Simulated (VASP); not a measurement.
# Re (P6_3/mmc) in VASP: vibrations by perturbation theory with PBEsol

Aim: the vibrations by perturbation theory of Re with PBEsol.

All numbers are computed with VASP 6.6.1; they aren't measurements. Logs are shortened: lines on timing, memory, paths and dates and some standing lists are left out, and cuts for length are marked.

**1. The cell of the first run**

The structure is hexagonal, space group P6_3/mmc (No. 194). The conventional cell has a = 2.753 Å, b = 2.753 Å, c = 4.437 Å, α = 90.00°, β = 90.00°, γ = 120.00°. Re (site symmetry -6m2) has 12 Re at 2.73 to 2.75 Å within 3.6 Å.

**2. Vibrations by perturbation theory, PBEsol**

Input file INCAR:

```
SYSTEM = Re
ALGO = Normal
EDIFF = 1E-8
ENCUT = 520
GGA = PS
IBRION = 8
ISIF = 2
ISMEAR = -1
LASPH = .True.
LCHARG = .True.
LREAL = .False.
LWAVE = .False.
NBANDS = 14
NELM = 80
NSW = 1
PREC = Accurate
SIGMA = 0.15
```

Input file KPOINTS:

```
k-points
0
Gamma
  18 18 10
  0 0 0
```

Input file POSCAR:

```
Re
1.0
    2.7534114832      0.0000000000      0.0000000000
   -1.3767057416      2.3845242915      0.0000000000
    0.0000000000      0.0000000000      4.4374789045
Re
2
Direct
    0.3333333333      0.6666666667      0.2500000000
    0.6666666667      0.3333333333      0.7500000000
```

Potentials or basis: VASP PAW PBE potentials, release 64 (Re).

On the command line:

```sh
> cat potpaw_PBE.64/Re/POTCAR > POTCAR
> mpirun -np 1 vasp_std > vasp.out
```

OUTCAR:

```text
SYSTEM = Re
   EDIFF = 1E-8
   ENCUT = 520
   GGA = PS
   IBRION = 8
   ISIF = 2
   ISMEAR = -1
   LASPH = .True.
   LREAL = .False.
   NELM = 80
   NSW = 1
   PREC = Accurate

 ion  position               nearest neighbor table
   1  0.333  0.667  0.250-   2 2.73   2 2.73   2 2.73   2 2.73   2 2.73   2 2.73
   2  0.667  0.333  0.750-   1 2.73   1 2.73   1 2.73   1 2.73   1 2.73   1 2.73

  LATTYP: Found a hexagonal cell.
 ALAT       =     2.7534114832
 C/A-ratio  =     1.6116294029

  Lattice vectors:

 A1 = (   2.7534114832,   0.0000000000,   0.0000000000)
 A2 = (  -1.3767057416,   2.3845242915,   0.0000000000)
 A3 = (   0.0000000000,   0.0000000000,   4.4374789045)

Analysis of symmetry for initial positions (statically):
=====================================================================
 Subroutine PRICEL returns:
 Original cell was already a primitive cell.

 Routine SETGRP: Setting up the symmetry group for a
 hexagonal supercell.

 Subroutine GETGRP returns: Found 24 space group operations
 (whereof 12 operations were pure point group operations)
 out of a pool of 24 trial point group operations.

The static configuration has the point symmetry D_3d.
 The point group associated with its full space group is D_6h.

Analysis of symmetry for dynamics (positions and initial velocities):
=====================================================================
 Subroutine PRICEL returns:
 Original cell was already a primitive cell.

 Routine SETGRP: Setting up the symmetry group for a
 hexagonal supercell.

 Subroutine GETGRP returns: Found 24 space group operations
 (whereof 12 operations were pure point group operations)
 out of a pool of 24 trial point group operations.

The dynamic configuration has the point symmetry D_3d.
 The point group associated with its full space group is D_6h.

 Subroutine INISYM returns: Found 24 space group operations
 (whereof 12 operations are pure point group operations),
 and found     1 'primitive' translations

----------------------------------------------------------------------------------------

[... 579 lines left out ...]
     -0.00000      1.58968      1.10937         0.000000     -0.000000      0.000000
      1.37671      0.79484      3.32811        -0.000000      0.000000      0.000000
 -----------------------------------------------------------------------------------
    total drift:                                0.000000     -0.000000     -0.000000

  FREE ENERGIE OF THE ION-ELECTRON SYSTEM (eV)
  ---------------------------------------------------
  free  energy   TOTEN  =       -26.7977637898 eV

  energy  without entropy=      -26.6742240220  energy(sigma->0) =      -26.73599391

[... ionic steps 2 to 3 ...]

--------------------------------------- Ionic step        4  -------------------------------------------

------------------------ aborting loop because EDIFF is reached ----------------------------------------

[... ionic steps 5 to 5 ...]

--------------------------------------- Ionic step        6  -------------------------------------------

 Free energy of the ion-electron system (eV)
  ---------------------------------------------------
  ---------------------------------------------------
  free energy    TOTEN  =        -0.18571234 eV

  energy without entropy =       -0.18571234

------------------------ aborting loop because EDIFF is reached ----------------------------------------

 INTERNAL STRAIN TENSOR  FOR ION    1  DIRECTION 3   (eV/Angst):
 -----------------------------------------------------------------------------
    -0.03274  0.00000 -0.00000
     0.00000 -0.03274 -0.00000
     0.00000 -0.00000  0.06391

 INTERNAL STRAIN TENSOR FOR ION    2 for displacements in x,y,z  (eV/Angst):
          X           Y           Z          XY          YZ          ZX
  --------------------------------------------------------------------------------
  x     0.00000     0.00000     0.00000     3.51671     0.00000     0.00000
  y     3.51671    -3.51671     0.00000     0.00000     0.00000     0.00000
  z    -0.00000     0.00000    -0.00000     0.00000     0.00000     0.00000

 SECOND DERIVATIVES (NOT SYMMETRIZED)
 ------------------------------------
               1X          1Y          1Z          2X          2Y          2Z
  1X    -4.770081    0.000000    0.000000    4.770081   -0.000000    0.000000
  1Y     0.000000   -4.770081    0.000000    0.000000    4.770081    0.000000
  1Z     0.000000    0.000000   -4.612775   -0.000000    0.000000    4.612775
  2X     4.770081   -0.000000    0.000000   -4.770081    0.000000    0.000000
  2Y     0.000000    4.770081    0.000000    0.000000   -4.770081    0.000000
  2Z    -0.000000    0.000000    4.612775    0.000000    0.000000   -4.612775

 Eigenvectors and eigenvalues of the dynamical matrix
 ----------------------------------------------------

   1 f  =    3.538593 THz    22.233635 2PiTHz  118.034756 cm-1    14.634438 meV
             X         Y         Z           dx          dy          dz
     -0.000000  1.589683  1.109370     0.707107    0.000000    0.000000
      1.376706  0.794841  3.328109    -0.707107    0.000000    0.000000
[... 11 lines left out ...]
   4 f  =    0.000000 THz     0.000000 2PiTHz    0.000000 cm-1     0.000000 meV
             X         Y         Z           dx          dy          dz
     -0.000000  1.589683  1.109370    -0.707107    0.000000   -0.000000
      1.376706  0.794841  3.328109    -0.707107    0.000000    0.000000

   5 f/i=    0.000000 THz     0.000000 2PiTHz    0.000001 cm-1     0.000000 meV
             X         Y         Z           dx          dy          dz
     -0.000000  1.589683  1.109370     0.000000    0.358369   -0.609567
      1.376706  0.794841  3.328109    -0.000000    0.358369   -0.609567

   6 f/i=    0.000000 THz     0.000000 2PiTHz    0.000002 cm-1     0.000000 meV
             X         Y         Z           dx          dy          dz
     -0.000000  1.589683  1.109370     0.000000   -0.609567   -0.358369
      1.376706  0.794841  3.328109    -0.000000   -0.609567   -0.358369

--------------------------------------------------------------------------------------------------------

 ELASTIC MODULI CONTR FROM IONIC RELAXATION (kBar)
 Direction    XX          YY          ZZ          XY          YZ          ZX
 --------------------------------------------------------------------------------
 XX        -142.5764    142.5764     -0.0000     -0.0000      0.0000      0.0000
 YY         142.5764   -142.5764      0.0000      0.0000     -0.0000      0.0000
 ZZ          -0.0000      0.0000     -0.0000     -0.0000      0.0000      0.0000
 XY          -0.0000      0.0000     -0.0000   -142.5764      0.0000      0.0000
 YZ           0.0000     -0.0000      0.0000      0.0000     -0.0000      0.0000
 ZX           0.0000      0.0000      0.0000      0.0000      0.0000      0.0000
 --------------------------------------------------------------------------------
```

OSZICAR:

```text
N       E                     dE             d eps       ncg     rms          rms(c)
DAV:   1     0.186822716846E+02    0.18682E+02   -0.68342E+03 12424   0.125E+03
DAV:   2    -0.272688590389E+02   -0.45951E+02   -0.40640E+02 10152   0.284E+02
[... 43 lines left out ...]
RMM:  10    -0.185712963016E+00   -0.10221E-05   -0.38288E-06 21639   0.197E-03    0.158E-04
RMM:  11    -0.185712631666E+00    0.33135E-06    0.22181E-07 20429   0.102E-03    0.116E-04
RMM:  12    -0.185712170263E+00    0.46140E-06    0.51187E-07 20604   0.947E-04    0.102E-05
RMM:  13    -0.185712290535E+00   -0.12027E-06    0.11325E-07 22702   0.745E-04    0.113E-05
RMM:  14    -0.185712321727E+00   -0.31192E-07    0.22488E-08 20466   0.688E-04    0.491E-06
RMM:  15    -0.185712339085E+00   -0.17358E-07   -0.38957E-08 21992   0.677E-04    0.380E-07
RMM:  16    -0.185712338087E+00    0.99873E-09   -0.19777E-08 21853   0.667E-04    0.321E-07
 Linear response finished
```

Run time: 9.1 min. Hardware: 1 thread of Intel Xeon Platinum 8488C (Sapphire Rapids), shared host; peak memory 0.81 GiB.

Results:

| Property | Result |
| --- | --- |
| Highest phonon frequency at Γ | 118 cm⁻¹ |

Phonon frequencies in cm⁻¹ (negative: imaginary):
```tsv
q point	frequencies
(0.000, 0.000, 0.000)	0 0 0 116 118 118
```

Caveat: spin-orbit coupling is left out, which moves the levels of the heavy elements.
